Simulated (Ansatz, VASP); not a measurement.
**S in VASP and in Ansatz**

```
CELL_PARAMETERS angstrom
5.44787 0.00000 0.00000
0.00000 5.44787 0.00000
0.00000 0.00000 3.91006
ATOMIC_POSITIONS crystal
S 0.31115 0.50000 0.50000
S 0.68885 0.50000 0.50000
S 0.50000 0.31115 0.00000
S 0.50000 0.68885 0.00000
```

Alike in both runs: task relaxation of cell and atoms; functional PBE; k mesh 4 × 4 × 4; occupations gaussian, width 0.1 eV; no spin polarisation.

|  | VASP | Ansatz |
| --- | --- | --- |
| version | VASP 6.6.1 | Ansatz 0.2.0 |
| potentials or method | VASP PAW PBE potentials, release 64 (S), cutoff 600 eV | scalar-relativistic, plane waves, PAW |
| valence electrons in the cell | 24 | 24 |

```csv
,VASP,Ansatz,Ansatz less VASP
"gap on the k mesh at the Fermi level, each at its own relaxed structure (eV)",none,none,-
relaxed volume (Å³/atom),35.09,33.75,-1.347
relaxed length of the cell vector where the two differ most in proportion (Å),5.246,5.157,-0.0890
```

A gap of «none» marks a metal or a gap that the smearing closes.

The k mesh is coarse, so the values compare programs but aren't converged. Noted on VASP's run: the volume moved by over 15 % at a fixed basis, so the end points are rough.
